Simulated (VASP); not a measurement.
Here is a VASP 6.6.1 calculation.

Contents of INCAR:

```
SYSTEM = ZrSiO
PREC = Accurate
ENCUT = 520
EDIFF = 1E-6
ISMEAR = -1
SIGMA = 0.1
LREAL = .False.
LASPH = .True.
NELM = 100
ALGO = Normal
ISIF = 2
LWAVE = .False.
LCHARG = .False.
GGA = PS
NBANDS = 31
```

Contents of KPOINTS:

```
Automatic mesh
0
Gamma
  7 7 3
  0 0 0
```

File POSCAR:

```
ZrSiO
1.0
    3.4062618259      0.0000000000      0.0000000000
    0.0000000000      3.4062618259      0.0000000000
    0.0000000000      0.0000000000      7.5428868682
Zr Si O
2 2 2
Direct
    0.0000000000      0.5000000000      0.6915900000
    0.5000000000      0.0000000000      0.3084100000
    0.5000000000      0.5000000000      0.0000000000
    0.0000000000      0.0000000000      0.0000000000
    0.0000000000      0.5000000000      0.3887060000
    0.5000000000      0.0000000000      0.6112940000
```

Potentials or basis: VASP PAW PBE potentials, release 64 (Zr_sv, Si, O).

The run is started by

```sh
$ cat potpaw_PBE.64/Zr_sv/POTCAR potpaw_PBE.64/Si/POTCAR potpaw_PBE.64/O/POTCAR > POTCAR
$ mpirun -np 1 vasp_std > vasp.out
```

Q: Estimate the largest force.

A: 0.401 eV/Å.

Q: Predict the band gap on the k mesh.

A: Zero (bands 22 and 23 overlap by 0.24 eV).

Stress tensor (GPa, compression positive):
```
-16.52   0.00   0.00
  0.00 -16.52   0.00
  0.00   0.00 -18.41
```

Caveat: the cell stands under tension; the PAW data sets were made with another functional, which shifts forces and pressure a little.
